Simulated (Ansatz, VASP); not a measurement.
**Mn: VASP beside Ansatz**

```
Mn
1.0
    -1.45762    1.45762    1.45762
     1.45762   -1.45762    1.45762
     1.45762    1.45762   -1.45762
Mn
1
Direct
  0.00000 0.00000 0.00000
```

Alike in both runs: task single point; functional PBEsol; k mesh 8 × 8 × 8; occupations gaussian, width 0.1 eV; collinear spin.

|  | VASP | Ansatz |
| --- | --- | --- |
| version | VASP 6.6.1 | Ansatz 0.2.0 |
| potentials or method | VASP PAW PBE potentials, release 64 (Mn_pv), cutoff 500 eV | scalar-relativistic, plane waves, PAW |
| valence electrons in the cell | 13 | 15 |

|  | VASP | Ansatz | Ansatz less VASP |
| --- | --- | --- | --- |
| gap on the k mesh at the Fermi level (eV) | none | none | - |
| net moment per atom (μB) | 1.00 | 1.00 | 0.000 |
| size of the moment on the site where the two differ most (μB) | 1.01 | 1.01 | +0.001 |

VASP's potentials were made for PBE, not for PBEsol. Site moments also hang on the region over which each program counts them. A gap of «none» marks a metal or a gap that the smearing closes. With one functional, cell and mesh, what is left measures potentials, basis and numerics. VASP's potentials hold 13 valence electrons a cell and Ansatz's 15, so a difference there can come from the potentials and not from the codes.

The k mesh is coarse, so the values compare programs but aren't converged.
